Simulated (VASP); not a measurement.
# GaN (P6_3mc) in VASP: further runs

Runs on GaN. Level: r2SCAN. Tasks: single point.

Everything below comes from runs of VASP 6.6.1. Logs are shortened: lines on timing, memory, paths and dates and some standing lists are left out, and cuts for length are marked.

### Step 1. The cell of the first run

Symmetry: P6_3mc, No. 186, hexagonal system. Conventional cell: a = 3.132 Å, b = 3.132 Å, c = 5.243 Å, α = 90.00°, β = 90.00°, γ = 120.00°. Ga (site symmetry 3m) has 4 N at 1.92 to 1.97 Å within 2.6 Å. N (site symmetry 3m) has 4 Ga at 1.92 to 1.97 Å within 2.6 Å.

### Step 2. Single point, r2SCAN (strain -0.015 along x and y, +0.015 along z)

POSCAR

```
GaN
1.0
    3.1322996656      0.0000000000      0.0000000000
   -1.5661498328      2.7126510826      0.0000000000
    0.0000000000      0.0000000000      5.2434900000
Ga N
2 2
Direct
    0.3333333333      0.6666666667      0.0000000000
    0.6666666667      0.3333333333      0.5000000000
    0.3333333333      0.6666666667      0.3750000000
    0.6666666667      0.3333333333      0.8750000000
```

INCAR.step1

```
PREC     = Accurate       # precision mode
ENCUT    = 520            # plane-wave cutoff, eV
ISMEAR   = 0              # smearing method
SIGMA    = 0.05           # smearing width, eV
LREAL    = F              # projectors in reciprocal space
LASPH    = T              # aspherical terms in the spheres
NELM     = 100            # most SCF steps
NBANDS   = 26             # bands
GGA      = PE             # functional
ALGO     = Normal         # electronic algorithm
EDIFF    = 1E-4           # SCF threshold, eV
LWAVE    = T              # write WAVECAR
LCHARG   = F              # write CHGCAR
```

INCAR.step2

```
PREC     = Accurate       # precision mode
ENCUT    = 520            # plane-wave cutoff, eV
EDIFF    = 1E-6           # SCF threshold, eV
ISMEAR   = 0              # smearing method
SIGMA    = 0.05           # smearing width, eV
LREAL    = F              # projectors in reciprocal space
LASPH    = T              # aspherical terms in the spheres
NELM     = 100            # most SCF steps
ALGO     = Normal         # electronic algorithm
ISIF     = 2              # what is computed and relaxed
LWAVE    = F              # write WAVECAR
LCHARG   = F              # write CHGCAR
METAGGA  = R2SCAN         # meta-GGA
LMIXTAU  = T            
NBANDS   = 26             # bands
ISTART   = 1
```

KPOINTS

```
Automatic mesh
0
Gamma
  12 12 6
```

Potentials or basis: VASP PAW PBE potentials, release 64 (Ga_d, N).

Started as:

```
> cat potpaw_PBE.64/Ga_d/POTCAR potpaw_PBE.64/N/POTCAR > POTCAR
> cp INCAR.step1 INCAR
> mpirun -np 1 vasp_std > vasp.out
> cp INCAR.step2 INCAR
> mpirun -np 1 vasp_std > vasp.out
```

OUTCAR:

```text
PREC = Accurate
   ENCUT = 520
   EDIFF = 1E-6
   ISMEAR = 0
   LREAL = F
   LASPH = T
   NELM = 100
   ISIF = 2
   METAGGA = R2SCAN
   ISTART = 1

 ion  position               nearest neighbor table
   1  0.333  0.667  0.000-   4 1.92   4 1.92   4 1.92   3 1.97
   2  0.667  0.333  0.500-   3 1.92   3 1.92   3 1.92   4 1.97
   3  0.333  0.667  0.375-   2 1.92   2 1.92   2 1.92   1 1.97
   4  0.667  0.333  0.875-   1 1.92   1 1.92   1 1.92   2 1.97

  LATTYP: Found a hexagonal cell.
 ALAT       =     3.1322996656
 C/A-ratio  =     1.6740064999

  Lattice vectors:

 A1 = (   3.1322996656,   0.0000000000,   0.0000000000)
 A2 = (  -1.5661498328,   2.7126510826,   0.0000000000)
 A3 = (   0.0000000000,   0.0000000000,   5.2434900000)

Analysis of symmetry for initial positions (statically):
=====================================================================
 Subroutine PRICEL returns:
 Original cell was already a primitive cell.

 Routine SETGRP: Setting up the symmetry group for a
 hexagonal supercell.

 Subroutine GETGRP returns: Found 12 space group operations
 (whereof  6 operations were pure point group operations)
 out of a pool of 24 trial point group operations.

The static configuration has the point symmetry C_3v.
 The point group associated with its full space group is C_6v.

Analysis of symmetry for dynamics (positions and initial velocities):
=====================================================================
 Subroutine PRICEL returns:
 Original cell was already a primitive cell.

 Routine SETGRP: Setting up the symmetry group for a
 hexagonal supercell.

 Subroutine GETGRP returns: Found 12 space group operations
 (whereof  6 operations were pure point group operations)
 out of a pool of 24 trial point group operations.

The dynamic configuration has the point symmetry C_3v.
 The point group associated with its full space group is C_6v.

 Subroutine INISYM returns: Found 12 space group operations
 (whereof  6 operations are pure point group operations),
 and found     1 'primitive' translations

----------------------------------------------------------------------------------------

                                     Primitive cell

  volume of cell :      44.5531

  direct lattice vectors                    reciprocal lattice vectors
     3.132299666  0.000000000  0.000000000     0.319254256  0.184321531  0.000000000
    -1.566149833  2.712651083  0.000000000     0.000000000  0.368643062  0.000000000
     0.000000000  0.000000000  5.243490000     0.000000000  0.000000000  0.190712674
[... 90 lines left out ...]
   EDIFFG = 0.1E-04   stopping-criterion for IOM
   NSW    =      0    number of steps for IOM
   IBRION =     -1    ionic relax: 0-MD 1-quasi-New 2-CG
   NFREE  =      0    steps in history (QN), initial steepest desc. (CG)
   ISIF   =      2    stress and relaxation
   ISYM   =      2    0-nonsym 1-usesym 2-fastsym
   POTIM  = 0.5000    time-step for ionic-motion
   TEBEG  =    0.0;   TEEND  =   0.0 temperature during run
   PSTRESS=    0.0 pullay stress
   NELECT =      36.0000    total number of electrons
   NUPDOWN=      -1.0000    fix difference up-down
   EMIN   =  10.00;   EMAX   =-10.00  energy-range for DOS
   EFERMI =   0.00;   METHOD = LEGACY
   ISMEAR =     0;   SIGMA  =   0.05  broadening in eV -4-tet -1-fermi 0-gaus
   EFERMI_NEDOS =   21; number of points for ismear=-14 and -15
   IALGO  =     38    algorithm
   IMIX   =      4    mixing-type and parameters
     AMIX     =   0.40;   BMIX     =  1.00
     AMIX_MAG =   1.60;   BMIX_MAG =  1.00
  volume/ion in A,a.u.               =      11.14        75.16
  Fermi-wavevector in a.u.,A,eV,Ry     =   1.524812  2.881478 31.634268  2.325053
  Thomas-Fermi vector in A             =   2.633068
   LORBIT       =      0    0 simple, 1 ext, 2 COOP (PROOUT), +10 PAW based schemes
   METAGGA = R2SCAN    functional components
   LHFCALC =     F    Hartree Fock is set to
   AEXX    =    0.0000 exact exchange contribution
   IVDW    =     0    specifies the selected vdW correction
   LEPSILON=     F    determine dielectric tensor
   LRPA    =     F    only Hartree local field effects (RPA)
 non-spin polarized calculation
 Gauss-broadening in eV      SIGMA  =   0.05
  energy-cutoff  :      520.00
  volume of cell :       44.55
 maximum number of plane-waves:      1220
 NGX is ok and might be reduce to    24
   NGX = 11   NGY = 11   NGZ = 19

 number of electron      36.0000009 magnetization

 Free energy of the ion-electron system (eV)
  ---------------------------------------------------
  ext. energy  EPLUGINS =         0.00000000
  ---------------------------------------------------
  free energy    TOTEN  =       -43.77581480 eV

  energy without entropy =      -43.77581480  energy(sigma->0) =      -43.77581480

 E-fermi :   5.5792     XC(G=0): -12.7882

 val. band max:        5.3755031347   @ k =   0.0000   0.0000   0.0000
 cond. band min:       7.7540698917   @ k =   0.0000   0.0000   0.0000
 fundamental gap:      2.3785667571
 Fermi energy:         5.5792466437

 k-point     1 :       0.0000    0.0000    0.0000
  band No.  band energies     occupation
      1     -11.6671      2.00000
      2     -10.6281      2.00000
      3      -8.5207      2.00000
      4      -8.5080      2.00000
      5      -8.5080      2.00000
      6      -8.4408      2.00000
[... 685 lines left out ...]
     25      17.5820      0.00000
     26      19.3486      0.00000

 [... further k-points ...]

------------------------ aborting loop because EDIFF is reached ----------------------------------------

  FORCE on cell =-STRESS in cart. coord.  units (eV):
  Direction    XX          YY          ZZ          XY          YZ          ZX
  --------------------------------------------------------------------------------------
  -------------------------------------------------------------------------------------
  Total        2.5286348      2.5286348     -0.4316162      0.0000000      0.0000000     -0.0000000
  in kB       90.9324747     90.9324747    -15.5213907      0.0000000      0.0000000     -0.0000000
  external PRESSURE =      55.4478529 kB  Pullay stress =       0.0000000 kB

 VOLUME and BASIS-vectors are now :
 -----------------------------------------------------------------------------
  energy-cutoff  :      520.00
  volume of cell :       44.55
      direct lattice vectors                 reciprocal lattice vectors
     3.132299666  0.000000000  0.000000000     0.319254256  0.184321531  0.000000000
    -1.566149833  2.712651083  0.000000000     0.000000000  0.368643062  0.000000000
     0.000000000  0.000000000  5.243490000     0.000000000  0.000000000  0.190712674

 POSITION                                       TOTAL-FORCE (eV/Angst)
 -----------------------------------------------------------------------------------
     -0.00000      1.80843      0.00000         0.000000      0.000000      0.199771
      1.56615      0.90422      2.62175         0.000000     -0.000000      0.199771
     -0.00000      1.80843      1.96631        -0.000000     -0.000000     -0.199771
      1.56615      0.90422      4.58805        -0.000000      0.000000     -0.199771
 -----------------------------------------------------------------------------------
    total drift:                                0.000002      0.000003      0.043633

  FREE ENERGIE OF THE ION-ELECTRON SYSTEM (eV)
  ---------------------------------------------------
  free  energy   TOTEN  =       -43.7758148040 eV

  energy  without entropy=      -43.7758148040  energy(sigma->0) =      -43.77581480
```

It took 6.2 min on 1 thread of Intel Xeon 8259CL, shared host; peak memory 0.22 GiB.

What came out:

```
Free energy            : -43.7758 eV
Pressure               : 5.5 GPa
Largest force          : 0.200 eV/Å
Band gap on the k mesh : 2.38 eV
```

Forces on the atoms (eV/Å):
```
Ga   0.000  0.000  0.200
Ga   0.000  0.000  0.200
N    0.000  0.000 -0.200
N    0.000  0.000 -0.200
```

Caveat: the cell differs from its parent crystal (strain -0.015 along x and y, +0.015 along z); the cell stands under pressure; the PAW data sets were made with another functional, which shifts forces and pressure a little.

[end of part 1 of 4]
